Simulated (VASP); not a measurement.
LiMg5, 6 atoms in the cell. It takes space group P-62m (No. 189, hexagonal). The conventional cell has a = 5.333 Å, b = 5.333 Å, c = 4.940 Å, α = 90.00°, β = 90.00°, γ = 120.00°. Within 4.0 Å of Li (site symmetry -62m) lie 12 Mg at 3.03 to 3.08 Å. Within 4.0 Å of Mg (site symmetry m2m) lie 2 Li at 3.03 Å and 10 Mg at 3.03 to 3.10 Å. Mg (site symmetry -6) has 9 Mg at 3.05 to 3.08 Å and 3 Li at 3.08 Å within 4.0 Å. 

```yaml
Program: VASP 6.6.1
Task: single point
Functional: LDA
Potentials_or_basis: VASP PAW LDA potentials, release 64 (Li_sv, Mg)
Cutoff: 520 eV
k_mesh: 5 × 5 × 5
Occupations: gaussian, width 0.1 eV
Spin: no spin polarisation
Dipole_correction: no
Further_INCAR_settings: ALGO = Normal; EDIFF = 1e-06; NBANDS = 16
```

Potentials or basis: VASP PAW LDA potentials, release 64 (Li_sv, Mg).

Launch:

```console
$ cat potpaw_LDA.64/Li_sv/POTCAR potpaw_LDA.64/Mg/POTCAR > POTCAR
$ mpirun -np 1 vasp_std > vasp.out
```

Hardware: 1 thread of AMD EPYC 7R13, on a shared host.

Task: Estimate the wall time of this run.

Result: Wall time 47 s on 1 thread of AMD EPYC 7R13, on a shared host, peak memory 0.16 GiB. Counts: scf iterations 11, k points 15.
